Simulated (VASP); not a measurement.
# WSe (F-43m) in VASP: further runs

WSe is run at these levels: PBEsol; tasks: single point.

All numbers are computed with VASP 6.6.1; they aren't measurements. Logs are shortened: lines on timing, memory, paths and dates and some standing lists are left out, and cuts for length are marked.

## (1) The cell of the first run

Symmetry: F-43m, No. 216, cubic system. Conventional cell: a = 5.585 Å, b = 5.585 Å, c = 5.585 Å, α = 90.00°, β = 90.00°, γ = 90.00°. W (site symmetry -43m) has 4 Se at 2.42 Å within 3.2 Å. Se (site symmetry -43m) has 4 W at 2.42 Å within 3.2 Å.

## (2) Single point, PBEsol, collinear spin, ferromagnetic start

File INCAR:

```
PREC = Accurate ; ENCUT = 520
EDIFF = 1E-7 ; ISMEAR = 0
SIGMA = 0.1 ; LREAL = F
LASPH = T ; NELM = 150
ALGO = Normal ; ISIF = 2
LWAVE = F ; LCHARG = T
ISPIN = 2 ; MAGMOM = 0.14 0
LORBIT = 11 ; LMAXMIX = 4
GGA = PS ; LELF = T
LVHAR = T ; NBANDS = 21
```

File KPOINTS:

```
Automatic mesh
0
Gamma
  14 14 14
```

File POSCAR:

```
WSe
1.0
    0.0000000000      2.7923343792      2.7923343792
    2.7923343792      0.0000000000      2.7923343792
    2.7923343792      2.7923343792      0.0000000000
W Se
1 1
Direct
    0.0000000000      0.0000000000      0.0000000000
    0.2500000000      0.2500000000      0.2500000000
```

Potentials or basis: VASP PAW PBE potentials, release 64 (W_sv, Se).

Command:

```console
$ cat potpaw_PBE.64/W_sv/POTCAR potpaw_PBE.64/Se/POTCAR > POTCAR
$ mpirun -np 1 vasp_std > vasp.out
```

OUTCAR:

```text
PREC = Accurate
   ENCUT = 520
   EDIFF = 1E-7
   ISMEAR = 0
   LREAL = F
   LASPH = T
   NELM = 150
   ISIF = 2
   ISPIN = 2
   LORBIT = 11
   GGA = PS

 ion  position               nearest neighbor table
   1  0.000  0.000  0.000-   2 2.42   2 2.42   2 2.42   2 2.42
   2  0.250  0.250  0.250-   1 2.42   1 2.42   1 2.42   1 2.42

  LATTYP: Found a face centered cubic cell.
 ALAT       =     5.5846687584

  Lattice vectors:

 A1 = (   0.0000000000,   2.7923343792,   2.7923343792)
 A2 = (   2.7923343792,   0.0000000000,   2.7923343792)
 A3 = (   2.7923343792,   2.7923343792,   0.0000000000)

Analysis of symmetry for initial positions (statically):
=====================================================================
 Subroutine PRICEL returns:
 Original cell was already a primitive cell.

 Routine SETGRP: Setting up the symmetry group for a
 face centered cubic supercell.

 Subroutine GETGRP returns: Found 24 space group operations
 (whereof 24 operations were pure point group operations)
 out of a pool of 48 trial point group operations.

The static configuration has the point symmetry T_d .

Analysis of symmetry for dynamics (positions and initial velocities):
=====================================================================
 Subroutine PRICEL returns:
 Original cell was already a primitive cell.

 Routine SETGRP: Setting up the symmetry group for a
 face centered cubic supercell.

 Subroutine GETGRP returns: Found 24 space group operations
 (whereof 24 operations were pure point group operations)
 out of a pool of 48 trial point group operations.

The dynamic configuration has the point symmetry T_d .

Analysis of structural, dynamic, and magnetic symmetry:
=====================================================================
 Subroutine PRICEL returns:
 Original cell was already a primitive cell.

 Routine SETGRP: Setting up the symmetry group for a
 face centered cubic supercell.

 Subroutine GETGRP returns: Found 24 space group operations
 (whereof 24 operations were pure point group operations)
 out of a pool of 48 trial point group operations.

The overall configuration has the point symmetry T_d .

 Subroutine INISYM returns: Found 24 space group operations
 (whereof 24 operations are pure point group operations),
 and found     1 'primitive' translations

----------------------------------------------------------------------------------------

                                     Primitive cell

  volume of cell :      43.5444

  direct lattice vectors                    reciprocal lattice vectors
     0.000000000  2.792334379  2.792334379    -0.179061650  0.179061650  0.179061650
     2.792334379  0.000000000  2.792334379     0.179061650 -0.179061650  0.179061650
     2.792334379  2.792334379  0.000000000     0.179061650  0.179061650 -0.179061650

  length of vectors
     3.948957150  3.948957150  3.948957150     0.310143875  0.310143875  0.310143875

  position of ions in fractional coordinates (direct lattice)
     0.000000000  0.000000000  0.000000000
     0.250000000  0.250000000  0.250000000

  ion indices of the primitive-cell ions
   primitive index   ion index
                 1           1
                 2           2

----------------------------------------------------------------------------------------

 KPOINTS: Automatic mesh

Automatic generation of k-mesh.
 Grid dimensions read from file:
 generate k-points for:   14   14   14

 Generating k-lattice:

  Cartesian coordinates                     Fractional coordinates (reciprocal lattice)
    -0.012790118  0.012790118  0.012790118     0.071428571  0.000000000  0.000000000
     0.012790118 -0.012790118  0.012790118     0.000000000  0.071428571  0.000000000
     0.012790118  0.012790118 -0.012790118     0.000000000  0.000000000  0.071428571

  Length of vectors
     0.022153134  0.022153134  0.022153134

  Shift w.r.t. Gamma in fractional coordinates (k-lattice)
     0.000000000  0.000000000  0.000000000

 Subroutine IBZKPT returns following result:
 ===========================================

 Found    104 irreducible k-points:

 Following reciprocal coordinates:
            Coordinates               Weight
  0.000000  0.000000  0.000000      1.000000
  0.071429  0.000000  0.000000      8.000000
  0.142857  0.000000  0.000000      8.000000
  0.214286  0.000000  0.000000      8.000000
  0.285714  0.000000  0.000000      8.000000
  0.357143  0.000000  0.000000      8.000000
[... 16 lines left out ...]
  0.214286  0.142857  0.000000     24.000000
  0.285714  0.142857  0.000000     24.000000
 [... further k-points ...]
   k-points           NKPTS =    104   k-points in BZ     NKDIM =    104   number of bands    NBANDS=     21
   number of dos      NEDOS =    301   number of ions     NIONS =      2
   total plane-waves  NPLWV =  27000
   dimension x,y,z NGX =    30 NGY =   30 NGZ =   30
   dimension x,y,z NGXF=    60 NGYF=   60 NGZF=   60
   ions per type =               1   1
   NGX,Y,Z   is equivalent  to a cutoff of  12.63, 12.63, 12.63 a.u.
   NGXF,Y,Z  is equivalent  to a cutoff of  25.26, 25.26, 25.26 a.u.
 SYSTEM =  unknown system
   PREC   = accura    normal or accurate (medium, high low for compatibility)
   ISTART =      0    job   : 0-new  1-cont  2-samecut
   ICHARG =      2    charge: 1-file 2-atom 10-const
   ISPIN  =      2    spin polarized calculation?
   LNONCOLLINEAR =      F non collinear calculations
   LSORBIT =      F    spin-orbit coupling
   LASPH  =      T    aspherical Exc in radial PAW
   ENCUT  =  520.0 eV  38.22 Ry    6.18 a.u.   7.34  7.34  7.34*2*pi/ulx,y,z
   NELM   =    150;   NELMIN=  2; NELMDL= -5     # of ELM steps
   EDIFF  = 0.1E-06   stopping-criterion for ELM
   LREAL  =      F    real-space projection
   EDIFFG = 0.1E-05   stopping-criterion for IOM
   NSW    =      0    number of steps for IOM
   IBRION =     -1    ionic relax: 0-MD 1-quasi-New 2-CG
   NFREE  =      0    steps in history (QN), initial steepest desc. (CG)
   ISIF   =      2    stress and relaxation
   ISYM   =      2    0-nonsym 1-usesym 2-fastsym
   POTIM  = 0.5000    time-step for ionic-motion
   TEBEG  =    0.0;   TEEND  =   0.0 temperature during run
   PSTRESS=    0.0 pullay stress
   NELECT =      20.0000    total number of electrons
   NUPDOWN=      -1.0000    fix difference up-down
   EMIN   =  10.00;   EMAX   =-10.00  energy-range for DOS
   EFERMI =   0.00;   METHOD = LEGACY
   ISMEAR =     0;   SIGMA  =   0.10  broadening in eV -4-tet -1-fermi 0-gaus
   EFERMI_NEDOS =   21; number of points for ismear=-14 and -15
   IALGO  =     38    algorithm
   IMIX   =      4    mixing-type and parameters
     AMIX     =   0.40;   BMIX     =  1.00
     AMIX_MAG =   1.60;   BMIX_MAG =  1.00
  volume/ion in A,a.u.               =      21.77       146.93
  Fermi-wavevector in a.u.,A,eV,Ry     =   1.263109  2.386929 21.707329  1.595444
  Thomas-Fermi vector in A             =   2.396483
   LORBIT       =     11    0 simple, 1 ext, 2 COOP (PROOUT), +10 PAW based schemes
   GGA     = PS    functional components
   LHFCALC =     F    Hartree Fock is set to
   AEXX    =    0.0000 exact exchange contribution
   IVDW    =     0    specifies the selected vdW correction
   LEPSILON=     F    determine dielectric tensor
   LRPA    =     F    only Hartree local field effects (RPA)
 spin polarized calculation
 Gauss-broadening in eV      SIGMA  =   0.10
  energy-cutoff  :      520.00
  volume of cell :       43.54
 maximum number of plane-waves:      1211
 NGX is ok and might be reduce to    30
   NGX = 15   NGY = 15   NGZ = 15

 number of electron      20.0000000 magnetization      -0.0001820

 number of electron      20.0000000 magnetization       0.0003018

 Free energy of the ion-electron system (eV)
  ---------------------------------------------------
  ext. energy  EPLUGINS =         0.00000000
  ---------------------------------------------------
  free energy    TOTEN  =       -15.58016229 eV

  energy without entropy =      -15.56625591  energy(sigma->0) =      -15.57320910

 E-fermi :   6.3471     XC(G=0): -10.8199

 val. band max:        6.3416375274   @ k =  -0.4286   0.0714   0.0000
 cond. band min:       6.3543360699   @ k =   0.4286   0.0000   0.0000
 fundamental gap:      0.0126985425
 Fermi energy:         6.3470959929

 spin component 1

 k-point     1 :       0.0000    0.0000    0.0000
  band No.  band energies     occupation
      1     -67.5645      1.00000
      2     -31.8535      1.00000
      3     -31.8535      1.00000
      4     -31.8535      1.00000
      5      -9.1538      1.00000
      6       0.9566      1.00000
[... 13 lines left out ...]
     20      19.8189      0.00000
     21      19.8189      0.00000

 k-point     2 :       0.0714    0.0000    0.0000
  band No.  band energies     occupation
      1     -67.5644      1.00000
      2     -31.8563      1.00000
      3     -31.8539      1.00000
      4     -31.8539      1.00000
      5      -9.1140      1.00000
      6       0.8593      1.00000
[... 520 lines left out ...]
 k-point    24 :       0.2857    0.1429    0.0000
  band No.  band energies     occupation
      1     -67.5637      1.00000
      2     -31.8821      1.00000
      3     -31.8612      1.00000
      4     -31.8608      1.00000
      5      -8.6587      1.00000
      6       0.0928      1.00000
[... 13 lines left out ...]
     20      20.0751      0.00000
     21      22.1227      0.00000

 [... further k-points ...]

 spin component 2

 k-point     1 :       0.0000    0.0000    0.0000
  band No.  band energies     occupation
      1     -67.5644      1.00000
      2     -31.8534      1.00000
      3     -31.8534      1.00000
      4     -31.8534      1.00000
      5      -9.1537      1.00000
      6       0.9567      1.00000
[... 13 lines left out ...]
     20      19.8190      0.00000
     21      19.8190      0.00000

 k-point     2 :       0.0714    0.0000    0.0000
  band No.  band energies     occupation
      1     -67.5643      1.00000
      2     -31.8562      1.00000
      3     -31.8538      1.00000
      4     -31.8538      1.00000
      5      -9.1139      1.00000
      6       0.8593      1.00000
[... 520 lines left out ...]
 k-point    24 :       0.2857    0.1429    0.0000
  band No.  band energies     occupation
      1     -67.5637      1.00000
      2     -31.8820      1.00000
      3     -31.8611      1.00000
      4     -31.8607      1.00000
      5      -8.6587      1.00000
      6       0.0929      1.00000
[... 13 lines left out ...]
     20      20.0752      0.00000
     21      22.1228      0.00000

 [... further k-points ...]
[... 5 lines left out ...]
  --------------------------------------------------------------------------------------
  -------------------------------------------------------------------------------------
  Total        0.1078432      0.1078432      0.1078432      0.0000000     -0.0000000     -0.0000000
  in kB        3.9679962      3.9679962      3.9679962      0.0000000     -0.0000000     -0.0000000
  external PRESSURE =       3.9679962 kB  Pullay stress =       0.0000000 kB

 VOLUME and BASIS-vectors are now :
 -----------------------------------------------------------------------------
  energy-cutoff  :      520.00
  volume of cell :       43.54
      direct lattice vectors                 reciprocal lattice vectors
     0.000000000  2.792334379  2.792334379    -0.179061650  0.179061650  0.179061650
     2.792334379  0.000000000  2.792334379     0.179061650 -0.179061650  0.179061650
     2.792334379  2.792334379  0.000000000     0.179061650  0.179061650 -0.179061650

 POSITION                                       TOTAL-FORCE (eV/Angst)
 -----------------------------------------------------------------------------------
      0.00000      0.00000      0.00000        -0.000000     -0.000000     -0.000000
      1.39617      1.39617      1.39617         0.000000      0.000000      0.000000
 -----------------------------------------------------------------------------------
    total drift:                                0.000000      0.000000      0.000000

  FREE ENERGIE OF THE ION-ELECTRON SYSTEM (eV)
  ---------------------------------------------------
  free  energy   TOTEN  =       -15.5801622867 eV

  energy  without entropy=      -15.5662559083  energy(sigma->0) =      -15.57320910

 total charge

# of ion       s       p       d       tot
------------------------------------------
    1        2.319   6.174   3.602  12.095
    2        1.418   2.433   0.183   4.035
--------------------------------------------------
tot          3.737   8.607   3.785  16.129

 magnetization (x)

# of ion       s       p       d       tot
------------------------------------------
    1        0.000   0.000   0.000   0.000
    2       -0.000  -0.000   0.000  -0.000
--------------------------------------------------
tot          0.000  -0.000   0.000   0.000
```

It took 1.7 min on 1 thread of Intel Xeon 6975P-C (Granite Rapids), shared host; peak memory 0.29 GiB.

What came out:

```yaml
Free_energy: -15.5802 eV
Pressure: 0.4 GPa
Band_gap_on_the_k_mesh: zero (filled and empty bands overlap)
Net_moment: 0.00 μB per cell
Valence_electrons_inside_the_program's_atomic_spheres: W 12.10; Se 4.04
```

Caveat: the PAW data sets were made with another functional, which shifts forces and pressure a little; spin-orbit coupling is left out, which moves the levels of the heavy elements.

## (3) Single point, PBEsol, collinear spin, ferromagnetic start

File INCAR:

```
PREC = Accurate
ENCUT = 520
EDIFF = 1E-7
ISMEAR = 0
SIGMA = 0.1
LREAL = F
LASPH = T
NELM = 150
ALGO = Normal
ISIF = 2
LWAVE = F
LCHARG = T
ISPIN = 2
MAGMOM = 2.5 0
LORBIT = 11
LMAXMIX = 4
GGA = PS
LELF = T
LVHAR = T
NBANDS = 21
```

File KPOINTS:

```
regular mesh
0
Gamma
  14 14 14
```

POSCAR is that of step 2.

Potentials or basis: VASP PAW PBE potentials, release 64 (W_sv, Se).

Command:

```console
$ cat potpaw_PBE.64/W_sv/POTCAR potpaw_PBE.64/Se/POTCAR > POTCAR
$ mpirun -np 1 vasp_std > vasp.out
```

It took 2.2 min on 1 thread of Intel Xeon 6975P-C (Granite Rapids), shared host; peak memory 0.29 GiB.

Results (log left out):

| Quantity | Value |
| --- | --- |
| Free energy | -15.5802 eV |
| Pressure | 0.4 GPa |
| Band gap on the k mesh | zero (filled and empty bands overlap) |
| Net moment | 0.00 μB per cell |
| Valence electrons inside the program's atomic spheres | W 12.10; Se 4.04 |

Levels at points of the mesh, in eV from the Fermi level:
Spin up:
```
           k point  band 8  band 9  band 10  band 11  band 12  band 13
(0.00, 0.00, 0.00)   -5.39   -0.54    -0.54     0.51     4.84     4.84
(0.50, 0.00, 0.00)   -4.98   -0.21    -0.12    -0.12     2.42     2.42
(0.50, 0.50, 0.00)   -4.23   -1.86    -0.48     0.48     0.91     0.91
```
Spin down:
| k point | band 8 | band 9 | band 10 | band 11 | band 12 | band 13 |
| --- | --- | --- | --- | --- | --- | --- |
| (0.00, 0.00, 0.00) | -5.39 | -0.54 | -0.54 | 0.51 | 4.84 | 4.84 |
| (0.50, 0.00, 0.00) | -4.98 | -0.21 | -0.12 | -0.12 | 2.42 | 2.42 |
| (0.50, 0.50, 0.00) | -4.23 | -1.86 | -0.48 | 0.48 | 0.91 | 0.91 |

Caveat: the PAW data sets were made with another functional, which shifts forces and pressure a little; spin-orbit coupling is left out, which moves the levels of the heavy elements.
